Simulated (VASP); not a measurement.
# Pd in VASP: single point with PBE

Aim: the single point of Pd with PBE.

Everything below comes from runs of VASP 6.6.1. Logs are shortened: lines on timing, memory, paths and dates and some standing lists are left out, and cuts for length are marked.

## (1) The cell of the first run

The cell holds a molecule in a box, 1 atom: a = 15.000 Å, b = 15.500 Å, c = 16.000 Å, α = 90.00°, β = 90.00°, γ = 90.00°.

## (2) Single point, PBE

Input file INCAR:

```
SYSTEM = Pd
ALGO = Normal
EDIFF = 1E-6
ENCUT = 400
GGA = PE
GGA_COMPAT = .FALSE.
ISIF = 2
ISMEAR = 0
ISYM = 0
LASPH = .TRUE.
LCHARG = .FALSE.
LREAL = .FALSE.
LWAVE = .FALSE.
NBANDS = 11
NELM = 120
NELMDL = -8
PREC = Accurate
SIGMA = 0.005
```

Input file KPOINTS:

```
k-points
0
G
  1 1 1
  0 0 0
```

Input file POSCAR:

```
Pd
1.0
   15.0000000000      0.0000000000      0.0000000000
    0.0000000000     15.5000000000      0.0000000000
    0.0000000000      0.0000000000     16.0000000000
Pd
1
Direct
    0.5000000000      0.5000000000      0.5000000000
```

Potentials or basis: VASP PAW PBE potentials, release 64 (Pd).

The run is started by

```sh
cat potpaw_PBE.64/Pd/POTCAR > POTCAR
mpirun -np 1 vasp_gam > vasp.out
```

OUTCAR:

```text
SYSTEM = Pd
   EDIFF = 1E-6
   ENCUT = 400
   GGA = PE
   ISIF = 2
   ISMEAR = 0
   ISYM = 0
   LASPH = .TRUE.
   LREAL = .FALSE.
   NELM = 120
   NELMDL = -8
   PREC = Accurate

 ion  position               nearest neighbor table
   1  0.500  0.500  0.500-

IMPORTANT INFORMATION: All symmetrisations will be switched off!
NOSYMM: (Re-)initialisation of all symmetry stuff for point group C_1.

----------------------------------------------------------------------------------------

                                     Primitive cell

  volume of cell :    3720.0000

  direct lattice vectors                    reciprocal lattice vectors
    15.000000000  0.000000000  0.000000000     0.066666667  0.000000000  0.000000000
     0.000000000 15.500000000  0.000000000     0.000000000  0.064516129  0.000000000
     0.000000000  0.000000000 16.000000000     0.000000000  0.000000000  0.062500000

  length of vectors
    15.000000000 15.500000000 16.000000000     0.066666667  0.064516129  0.062500000

  position of ions in fractional coordinates (direct lattice)
     0.500000000  0.500000000  0.500000000

  ion indices of the primitive-cell ions
   primitive index   ion index
                 1           1

----------------------------------------------------------------------------------------

 KPOINTS: k-points

Automatic generation of k-mesh.
 Grid dimensions read from file:
 generate k-points for:    1    1    1

 Generating k-lattice:

  Cartesian coordinates                     Fractional coordinates (reciprocal lattice)
     0.066666667  0.000000000  0.000000000     1.000000000  0.000000000  0.000000000
     0.000000000  0.064516129  0.000000000     0.000000000  1.000000000  0.000000000
     0.000000000  0.000000000  0.062500000     0.000000000  0.000000000  1.000000000

  Length of vectors
     0.066666667  0.064516129  0.062500000

  Shift w.r.t. Gamma in fractional coordinates (k-lattice)
     0.000000000  0.000000000  0.000000000

 Subroutine IBZKPT returns following result:
 ===========================================

 Found      1 irreducible k-points:

 Following reciprocal coordinates:
            Coordinates               Weight
  0.000000  0.000000  0.000000      1.000000
   k-points           NKPTS =      1   k-points in BZ     NKDIM =      1   number of bands    NBANDS=     11
   number of dos      NEDOS =    301   number of ions     NIONS =      1
   total plane-waves  NPLWV = ******
   dimension x,y,z NGX =    98 NGY =  108 NGZ =  108
   dimension x,y,z NGXF=   196 NGYF=  216 NGZF=  216
   ions per type =               1
   NGX,Y,Z   is equivalent  to a cutoff of  10.86, 11.58, 11.22 a.u.
   NGXF,Y,Z  is equivalent  to a cutoff of  21.72, 23.17, 22.44 a.u.
 SYSTEM =  Pd
   PREC   = accura    normal or accurate (medium, high low for compatibility)
   ISTART =      0    job   : 0-new  1-cont  2-samecut
   ICHARG =      2    charge: 1-file 2-atom 10-const
   ISPIN  =      1    spin polarized calculation?
   LNONCOLLINEAR =      F non collinear calculations
   LSORBIT =      F    spin-orbit coupling
   LASPH  =      T    aspherical Exc in radial PAW
   ENCUT  =  400.0 eV  29.40 Ry    5.42 a.u.  24.46 25.28 26.09*2*pi/ulx,y,z
   NELM   =    120;   NELMIN=  2; NELMDL= -8     # of ELM steps
   EDIFF  = 0.1E-05   stopping-criterion for ELM
   LREAL  =      F    real-space projection
   EDIFFG = 0.1E-04   stopping-criterion for IOM
   NSW    =      0    number of steps for IOM
   IBRION =     -1    ionic relax: 0-MD 1-quasi-New 2-CG
   NFREE  =      0    steps in history (QN), initial steepest desc. (CG)
   ISIF   =      2    stress and relaxation
   ISYM   =      0    0-nonsym 1-usesym 2-fastsym
   POTIM  = 0.5000    time-step for ionic-motion
   TEBEG  =    0.0;   TEEND  =   0.0 temperature during run
   PSTRESS=    0.0 pullay stress
   NELECT =      10.0000    total number of electrons
   NUPDOWN=      -1.0000    fix difference up-down
   EMIN   =  10.00;   EMAX   =-10.00  energy-range for DOS
   EFERMI =   0.00;   METHOD = LEGACY
   ISMEAR =     0;   SIGMA  =   0.01  broadening in eV -4-tet -1-fermi 0-gaus
   EFERMI_NEDOS =   21; number of points for ismear=-14 and -15
   IALGO  =     38    algorithm
   IMIX   =      4    mixing-type and parameters
     AMIX     =   0.40;   BMIX     =  1.00
     AMIX_MAG =   1.60;   BMIX_MAG =  1.00
  volume/ion in A,a.u.               =    3720.00     25103.80
  Fermi-wavevector in a.u.,A,eV,Ry     =   0.227629  0.430156  0.704984  0.051815
  Thomas-Fermi vector in A             =   1.017343
   LORBIT       =      0    0 simple, 1 ext, 2 COOP (PROOUT), +10 PAW based schemes
   GGA     = PE    functional components
   LHFCALC =     F    Hartree Fock is set to
   AEXX    =    0.0000 exact exchange contribution
   IVDW    =     0    specifies the selected vdW correction
   LEPSILON=     F    determine dielectric tensor
   LRPA    =     F    only Hartree local field effects (RPA)
 non-spin polarized calculation
 Gauss-broadening in eV      SIGMA  =   0.01
  energy-cutoff  :      400.00
  volume of cell :     3720.00
 maximum number of plane-waves:     33758
 NGX is ok and might be reduce to    98
   NGX = 49   NGY = 51   NGZ = 53

 number of electron      10.0000000 magnetization

 number of electron       9.9999998 magnetization

 Free energy of the ion-electron system (eV)
  ---------------------------------------------------
  ext. energy  EPLUGINS =         0.00000000
  ---------------------------------------------------
  free energy    TOTEN  =        -1.47426775 eV

  energy without entropy =       -1.47426775  energy(sigma->0) =       -1.47426775

 E-fermi :  -3.9396     XC(G=0):  -0.2586

 val. band max:       -3.9664100205   @ k =   0.0000   0.0000   0.0000
 cond. band min:      -3.2923684124   @ k =   0.0000   0.0000   0.0000
 fundamental gap:      0.6740416081
 Fermi energy:        -3.9396253187

 k-point     1 :       0.0000    0.0000    0.0000
  band No.  band energies     occupation
      1      -3.9664      2.00000
      2      -3.9664      2.00000
      3      -3.9664      2.00000
      4      -3.9664      2.00000
      5      -3.9664      2.00000
      6      -3.2924      0.00000
      7      -0.2548      0.00000
      8      -0.2509      0.00000
      9      -0.2462      0.00000
     10       0.0029      0.00000
     11       0.5623      0.00000

------------------------ aborting loop because EDIFF is reached ----------------------------------------

  FORCE on cell =-STRESS in cart. coord.  units (eV):
  Direction    XX          YY          ZZ          XY          YZ          ZX
  --------------------------------------------------------------------------------------
  -------------------------------------------------------------------------------------
  Total       -0.0642607     -0.0640189     -0.0660304      0.0000001      0.0000001      0.0000001
  in kB       -0.0276766     -0.0275725     -0.0284388      0.0000000      0.0000000      0.0000001
  external PRESSURE =      -0.0278960 kB  Pullay stress =       0.0000000 kB

 VOLUME and BASIS-vectors are now :
 -----------------------------------------------------------------------------
  energy-cutoff  :      400.00
  volume of cell :     3720.00
      direct lattice vectors                 reciprocal lattice vectors
    15.000000000  0.000000000  0.000000000     0.066666667  0.000000000  0.000000000
     0.000000000 15.500000000  0.000000000     0.000000000  0.064516129  0.000000000
     0.000000000  0.000000000 16.000000000     0.000000000  0.000000000  0.062500000

 POSITION                                       TOTAL-FORCE (eV/Angst)
 -----------------------------------------------------------------------------------
      7.50000      7.75000      8.00000        -0.000000     -0.000000      0.000000
 -----------------------------------------------------------------------------------
    total drift:                               -0.000000     -0.000000      0.000000

  FREE ENERGIE OF THE ION-ELECTRON SYSTEM (eV)
  ---------------------------------------------------
  free  energy   TOTEN  =        -1.4742677546 eV

  energy  without entropy=       -1.4742677546  energy(sigma->0) =       -1.47426775
```

Run time: 2.3 min. Hardware: 1 thread of Intel Xeon Platinum 8559C (Emerald Rapids), shared host; peak memory 1.5 GiB.

Results:

```yaml
Free_energy: -1.4743 eV
Gap_between_the_frontier_levels: 0.67 eV
```

Levels at points of the mesh, in eV from the valence-band top:
```
           k point  band 2  band 3  band 4  band 5  band 6  band 7  band 8  band 9
(0.00, 0.00, 0.00)    0.00    0.00    0.00    0.00    0.67    3.71    3.72    3.72
```
